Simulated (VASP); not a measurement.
Here is a VASP 6.6.1 calculation.

Contents of INCAR:

```
SYSTEM = Cu3O2
PREC = Accurate
ENCUT = 520
EDIFF = 1E-7
ISMEAR = 0
SIGMA = 0.15
LREAL = .FALSE.
LASPH = .TRUE.
NELM = 80
ALGO = Normal
ISIF = 2
LWAVE = .FALSE.
LCHARG = .FALSE.
GGA = PE
NBANDS = 30
```

The input KPOINTS:

```
regular mesh
0
G
  14 14 14
  0 0 0
```

Contents of POSCAR:

```
Cu3O2
1.0
   -2.0943500000      2.0943500000      3.6707248177
    2.0943500000     -2.0943500000      3.6707248177
    2.0943500000      2.0943500000     -3.6707248177
Cu O
3 2
Direct
    0.2500000000      0.7500000000      0.5000000000
    0.7500000000      0.2500000000      0.5000000000
    0.0000000000      0.0000000000      0.0000000000
    0.0000000000      0.5000000000      0.5000000000
    0.5000000000      0.0000000000      0.5000000000
```

Potentials or basis: VASP PAW PBE potentials, release 64 (Cu, O).

Launch:

```sh
$ cat potpaw_PBE.64/Cu/POTCAR potpaw_PBE.64/O/POTCAR > POTCAR
$ mpirun -np 1 vasp_std > vasp.out
```

Estimate the pressure.

-3.7 GPa.

Predict the band gap on the k mesh.

zero (an odd number of electrons rules out a gap without spin polarisation).

Stress tensor (GPa, compression positive):
```
-4.20  0.00  0.00
 0.00 -4.20  0.00
 0.00  0.00 -2.67
```

Caveat: the cell stands under tension. With open d or f shells a metallic result of PBE can be an artefact of self-interaction; +U or a hybrid may open a gap.
